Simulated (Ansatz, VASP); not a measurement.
LiCl: VASP beside Ansatz

File INCAR:

```
PREC = Accurate
ENCUT = 520
EDIFF = 1E-6
ISMEAR = 0
SIGMA = 0.05
LREAL = False
LASPH = True
NELM = 80
ALGO = Normal
ISIF = 2
LWAVE = False
LCHARG = True
GGA = PE
LELF = True
LVHAR = True
NBANDS = 12
```

File KPOINTS:

```
regular mesh
0
Gamma
  8 8 8
```

Contents of POSCAR:

```
LiCl
1.0
    0.0000000000      2.7699408000      2.6673504000
    2.7699408000      0.0000000000      2.6673504000
    2.7699408000      2.7699408000      0.0000000000
Li Cl
1 1
Direct
    0.0000000000      0.0000000000      0.0000000000
    0.5000000000      0.5000000000      0.5000000000
```

Input for Ansatz:

```yaml
crystal:
  lattice:
    - [0.0, 2.7699408, 2.6673504]
    - [2.7699408, 0.0, 2.6673504]
    - [2.7699408, 2.7699408, 0.0]
  atoms:
    - { symbol: Li, position: [0.0, 0.0, 0.0] }
    - { symbol: Cl, position: [0.5, 0.5, 0.5] }
basis:
  ecutwfc: 420
kpoints:
  mp_grid: { grid: [8, 8, 8] }
hamiltonian:
  xc: pbe
scf:
  occupations: { method: gaussian, width: 0.05 }
output:
  forces: true
  stress: true
  eigenvalues: true
```

Change from the starting cell: strain +0.080 along x and y, +0.040 along z, atoms carried along.

Alike in both runs: task single point; functional PBE; k mesh 8 × 8 × 8; occupations gaussian, width 0.05 eV; no spin polarisation.

|  | VASP | Ansatz |
| --- | --- | --- |
| version | VASP 6.6.1 | Ansatz 0.2.0 |
| potentials or method | VASP PAW PBE potentials, release 64 (Li_sv, Cl), cutoff 520 eV | scalar-relativistic, plane waves, PAW |
| valence electrons in the cell | 10 | 10 |

```tsv
	VASP	Ansatz	Ansatz less VASP
gap on the k mesh at the Fermi level (eV)	5.35	5.34	-0.010
least direct gap on the mesh (eV)	5.35	5.34	-0.010
```

Noted on VASP's run: the cutoff is short for stress, so the pressure is rough.
